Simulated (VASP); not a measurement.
# ZnSe: single point with PBE

Crystal: ZnSe.

```xyz
2
Lattice="0.0000 2.9172 2.8023 2.8023 0.0000 2.8023 2.8023 2.9172 0.0000" Properties=species:S:1:pos:R:3 pbc="T T T"
Zn    0.0000    0.0000    0.0000
Se    4.2035    4.3758    4.2035
```

This cell differs from its parent crystal: volume 22.909 Å^3 an atom, c/a of the conventional cell 1.0410.

```yaml
Program: VASP 6.6.1
Task: single point
Functional: PBE
Potentials_or_basis: VASP PAW PBE potentials, release 64 (Zn, Se)
Cutoff: 520 eV
k_mesh: 10 × 10 × 10
Occupations: gaussian, width 0.05 eV
Spin: no spin polarisation
Dipole_correction: no
Further_INCAR_settings: ALGO = Normal; EDIFF = 1e-06; NBANDS = 16
```

```
Pressure               : 1.9 GPa
Band gap on the k mesh : 1.20 eV, direct
```

Stress tensor (GPa, compression positive):
```
2.36 0.00 0.00
0.00 0.90 0.00
0.00 0.00 2.36
```

Levels at points of the mesh, in eV from the valence-band top:
| k point | band 6 | band 7 | band 8 | band 9 | band 10 | band 11 | band 12 | band 13 |
| --- | --- | --- | --- | --- | --- | --- | --- | --- |
| (0.00, 0.00, 0.00) | -6.21 | -0.16 | 0.00 | 0.00 | 1.20 | 5.76 | 5.76 | 5.77 |
| (0.50, 0.00, 0.00) | -6.05 | -5.23 | -1.03 | -0.79 | 2.46 | 6.20 | 6.49 | 8.52 |
| (0.50, 0.50, 0.00) | -6.02 | -4.69 | -2.31 | -2.24 | 2.89 | 3.29 | 10.74 | 10.88 |
| (0.50, 0.00, 0.50) | -6.06 | -4.92 | -2.07 | -2.07 | 3.08 | 3.66 | 10.38 | 11.17 |

It took 38 s on 1 thread of AMD EPYC 9R45 96-Core Processor (Zen 5), with other jobs on the host, peak memory 0.19 GiB.
